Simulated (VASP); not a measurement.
The system is GeBr.

```
Ge Br
1.0
     4.85162    0.00000    0.00000
    -2.42581    4.20163    0.00000
     0.00000    0.00000    7.99348
Ge Br
2 2
Direct
  0.00000 0.00000 0.00000
  0.00000 0.00000 0.50000
  0.33333 0.66667 0.75000
  0.66667 0.33333 0.25000
```

```yaml
Program: VASP 6.6.1
Task: relaxation of cell and atoms
Functional: PBE
Potentials_or_basis: VASP PAW PBE potentials, release 64 (Ge_d, Br)
Cutoff: 600 eV
k_mesh: 6 × 6 × 2
Occupations: gaussian, width 0.1 eV
Spin: no spin polarisation
```

At the start: pressure -5.3 GPa; volume 40.74 Å³/atom.

Problem. How do energy, volume and symmetry change on relaxing?

Solution. Over 16 steps the energy falls by 546.1 meV/atom and the volume is 28.15 Å³/atom (-30.9 %); space group P6_3/mmc (No. 194, to 0.1 Å) before and after.

The path:
| step | energy change (eV) | largest force (eV/Å) | pressure (GPa) | volume (Å³) |
| --- | --- | --- | --- | --- |
| 1 | 0.0000 | 0.0000 | -5.32 | 162.94 |
| 2 | -0.9224 | 0.0000 | -3.85 | 133.07 |
| 3 | -1.2160 | 0.0000 | -0.53 | 115.11 |
| 4 | -1.2224 | 0.0000 | 0.33 | 112.02 |
| 5 | -1.2224 | 0.0000 | 0.08 | 112.92 |
| 6 | -1.2519 | 0.0000 | 0.08 | 112.94 |
| 7 | -1.3576 | 0.0000 | 0.13 | 112.75 |
| 8 | -1.6842 | 0.0000 | 0.04 | 111.08 |
| 9 | -1.3285 | 0.0000 | 8.70 | 102.09 |
| 10 | -1.8663 | 0.0000 | -0.02 | 109.97 |
| 11 | -2.1468 | 0.0000 | 1.92 | 106.69 |
| 12 | -2.1413 | 0.0000 | 2.24 | 106.30 |
| 13 | -2.1727 | 0.0000 | -0.87 | 114.89 |
| 14 | -2.1818 | 0.0000 | 0.05 | 112.06 |
| 15 | -2.1818 | 0.0000 | 0.13 | 111.95 |
| 16 | -2.1844 | 0.0000 | 0.00 | 112.60 |

Final structure:
```
CELL_PARAMETERS angstrom
5.08981 0.00000 0.00000
-2.54491 4.40791 0.00000
0.00000 0.00000 5.01892
ATOMIC_POSITIONS crystal
Ge 0.00000 0.00000 0.00000
Ge 0.00000 0.00000 0.50000
Br 0.33333 0.66667 0.75000
Br 0.66667 0.33333 0.25000
```

Caveat: the k points lie up to 0.63 Å⁻¹ apart in the final cell, too coarse for converged energies and pressures of a metal; the volume moved by over 15 % at a fixed basis, so the end points are rough.
